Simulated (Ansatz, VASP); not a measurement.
ZrC: VASP beside Ansatz

```
Zr C
1.0
     0.00000    2.33054    2.33054
     2.33054    0.00000    2.33054
     2.33054    2.33054    0.00000
Zr C
1 1
Direct
  0.50000 0.50000 0.50000
  0.00000 0.00000 0.00000
```

Alike in both runs: task single point; functional PBE; k mesh 20 × 20 × 20; occupations gaussian, width 0.1 eV; no spin polarisation.

```csv
,VASP,Ansatz
version,VASP 6.6.1,Ansatz 0.2.0
potentials or method,"VASP PAW PBE potentials, release 64 (Zr_sv, C), cutoff 520 eV","scalar-relativistic, plane waves, PAW"
valence electrons in the cell,16,16
```

```csv
,VASP,Ansatz,Ansatz less VASP
gap on the k mesh at the Fermi level (eV),none,none,-
pressure (GPa),7.5,7.2,-0.27
```

A gap of «none» marks a metal or a gap that the smearing closes.
